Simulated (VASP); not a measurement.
Crystal: InP4.

```xyz
15
Lattice="3.7150 -6.4345 0.0000 7.4300 0.0000 0.0000 3.7150 -2.1448 6.5588" Properties=species:S:1:pos:R:3 pbc="T T T"
In   11.1604   -6.3913    2.7025
In    7.4103   -4.2685    5.9618
In    7.3894   -4.2796    0.6081
P    13.2240   -7.6102    6.0125
P     5.7862   -3.3200    2.7227
P    11.1551   -4.0518    6.0077
P     7.4347   -6.1812    2.6964
P     9.1086   -7.6483    5.9671
P     9.0672   -3.3150    2.7351
P     9.0829   -5.2336    3.8313
P     1.6571   -0.9636    0.5506
P     5.8101   -5.2363    3.8806
P     5.7445   -0.9705    0.5802
P     7.3831   -2.3710    3.8359
P     3.7149   -4.4905    0.5572
```

```yaml
Program: VASP 6.6.1
Task: relaxation of cell and atoms
Functional: PBEsol
Potentials_or_basis: VASP PAW PBE potentials, release 64 (In_d, P)
Cutoff: 500 eV
k_mesh: 2 × 2 × 2, shifted
Occupations: gaussian, width 0.1 eV
Spin: no spin polarisation
```

At the start: pressure -1.8 GPa; volume 20.90 Å³/atom.

Where does the relaxation end?

Over 24 steps the energy falls by 15.8 meV/atom and the volume is 19.72 Å³/atom (-5.7 %); space group P1 (No. 1, to 0.1 Å) before, Cm (No. 8, to 0.1 Å).

The path:
```csv
step,energy change (eV),largest force (eV/Å),pressure (GPa),volume (Å³)
1,0.0000,0.5017,-1.80,313.56
2,-0.0947,0.5489,0.86,303.01
3,-0.1026,0.4526,0.25,305.21
4,-0.1419,0.2282,-0.19,304.19
5,-0.1492,0.2348,-0.46,303.50
6,-0.1707,0.2318,0.09,300.10
7,-0.1725,0.2423,0.32,298.79
8,-0.1941,0.2099,0.21,297.95
9,-0.2111,0.2430,0.04,296.50
10,-0.2114,0.2680,0.02,296.26
11,-0.2216,0.1055,0.07,295.86
12,-0.2222,0.0934,0.09,295.74
13,-0.2257,0.0815,-0.09,296.33
14,-0.2269,0.0973,-0.27,296.92
15,-0.2289,0.0753,-0.09,296.46
16,-0.2297,0.0847,0.09,295.99
17,-0.2312,0.0653,0.06,296.02
18,-0.2335,0.0652,-0.03,296.10
19,-0.2349,0.0451,0.00,295.94
20,-0.2353,0.0557,0.04,295.77
21,-0.2362,0.0461,0.02,295.79
22,-0.2366,0.0499,0.00,295.82
23,-0.2367,0.0506,0.00,295.82
24,-0.2370,0.0245,0.00,295.82
```

Final structure:
```
In P
1.0
     3.59461   -6.35324   -0.00035
     7.30427    0.06660    0.01792
     3.64902   -2.08620    6.34778
In P
3 12
Cartesian
  10.9684 -6.2977 2.6637
  7.3014 -4.1824 5.8480
  7.2340 -4.1642 0.7093
  12.8786 -7.4006 5.7196
  5.4657 -3.1324 2.6922
  10.9457 -3.9472 5.7668
  7.3013 -6.1225 2.6349
  8.9229 -7.4479 5.7552
  8.9591 -3.2330 2.6324
  8.9391 -5.1411 3.7896
  1.6127 -0.9210 0.5249
  5.6672 -5.0956 3.7097
  5.6678 -0.8563 0.5383
  7.2629 -2.3238 3.7142
  3.5801 -4.4695 0.5246
```

Caveat: the PAW data sets were made with another functional, which shifts forces and pressure a little; an odd number of electrons without spin polarisation forces a metal; a magnetic or distorted state may lie lower.
